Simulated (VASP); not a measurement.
A run of VASP 6.6.1 is set up as follows.

INCAR

```
PREC = Accurate ; ENCUT = 520
EDIFF = 1E-6 ; ISMEAR = 0
SIGMA = 0.02 ; LREAL = Auto
LASPH = True ; NELM = 100
ALGO = Normal ; ISIF = 2
LWAVE = False ; LCHARG = False
GGA = PS ; IBRION = 2
NSW = 80 ; EDIFFG = -0.03
```

Contents of KPOINTS:

```
regular mesh
0
Gamma
  2 2 2
```

Contents of POSCAR:

```
Si
1.0
    0.0000000000      5.4300000000      5.4300000000
    5.4300000000      0.0000000000      5.4300000000
    5.4300000000      5.4300000000      0.0000000000
Si
17
Direct
    0.0000000000      0.0000000000      0.0000000000
    0.1250000000      0.1250000000      0.1250000000
    0.0000000000      0.0000000000      0.5000000000
    0.1250000000      0.1250000000      0.6250000000
    0.0000000000      0.5000000000      0.0000000000
    0.1250000000      0.6250000000      0.1250000000
    0.0000000000      0.5000000000      0.5000000000
    0.1250000000      0.6250000000      0.6250000000
    0.5000000000      0.0000000000      0.0000000000
    0.6250000000      0.1250000000      0.1250000000
    0.5000000000      0.0000000000      0.5000000000
    0.6250000000      0.1250000000      0.6250000000
    0.5000000000      0.5000000000      0.0000000000
    0.6250000000      0.6250000000      0.1250000000
    0.5000000000      0.5000000000      0.5000000000
    0.6250000000      0.6250000000      0.6250000000
    0.8758317000      0.8769074000      0.8781336000
```

Potentials or basis: VASP PAW PBE potentials, release 64 (Si).

Launch:

```console
$ cat potpaw_PBE.64/Si/POTCAR > POTCAR
$ mpirun -np 1 vasp_std > vasp.out
```

Q: What does it give for the band gap on the k mesh?

A: Zero (bands 34 and 35 overlap by 0.25 eV).

Q: Predict the energy gained by relaxing.

A: 7.2 meV/atom.

Forces on the atoms (eV/Å):
```
Si   0.004  0.003  0.001
Si  -0.009 -0.008 -0.006
Si   0.006  0.005  0.003
Si   0.007  0.007  0.000
Si   0.005  0.005  0.003
Si   0.006 -0.001  0.006
Si  -0.004 -0.002 -0.001
Si   0.000  0.000 -0.002
Si   0.007  0.005  0.003
Si  -0.001  0.005  0.005
Si  -0.002 -0.004  0.000
Si   0.001  0.000 -0.003
Si  -0.001  0.000 -0.004
Si   0.000 -0.002  0.001
Si   0.002  0.002  0.003
Si   0.000  0.000  0.000
Si  -0.020 -0.015 -0.010
```

Caveat: the k points lie up to 0.50 Å⁻¹ apart; the PAW data sets were made with another functional, which shifts forces and pressure a little.
